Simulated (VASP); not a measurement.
A run of VASP 6.6.1 is set up as follows.

INCAR

```
SYSTEM = CuI
PREC = Accurate
ENCUT = 520
EDIFF = 1E-6
ISMEAR = 0
SIGMA = 0.01
LREAL = .FALSE.
LASPH = .TRUE.
NELM = 100
ALGO = Normal
ISIF = 2
LWAVE = .FALSE.
LCHARG = .FALSE.
GGA = PS
NBANDS = 26
```

Contents of KPOINTS:

```
regular mesh
0
G
  2 2 1
  0 0 0
```

The input POSCAR:

```
CuI
1.0
    4.1286180000      0.0000000000      0.0000000000
   -2.0643090000      3.5754880705      0.0000000000
    0.0000000000      0.0000000000      7.4781060000
Cu I
2 2
Direct
    0.6666670000      0.3333330000      0.5899520000
    0.3333330000      0.6666670000      0.4100480000
    0.3333330000      0.6666670000      0.7547480000
    0.6666670000      0.3333330000      0.2452520000
```

Potentials or basis: VASP PAW PBE potentials, release 64 (Cu, I).

Run with:

```bash
$ cat potpaw_PBE.64/Cu/POTCAR potpaw_PBE.64/I/POTCAR > POTCAR
$ mpirun -np 1 vasp_std > vasp.out
```

Predict the band gap on the k mesh.

1.57 eV, direct.

Predict the pressure.

1.2 GPa.

Forces on the atoms (eV/Å):
```
Cu   0.000  0.000 -0.205
Cu   0.000  0.000  0.205
I    0.000  0.000 -0.115
I    0.000  0.000  0.115
```

Caveat: the k points lie up to 0.88 Å⁻¹ apart; the PAW data sets were made with another functional, which shifts forces and pressure a little; spin-orbit coupling is left out, which moves the levels of the heavy elements; this functional lacks dispersion, which binds the layers, so the pressure and a relaxed spacing across them are unreliable. As with any semilocal functional, this PBEsol gap is likely too small.
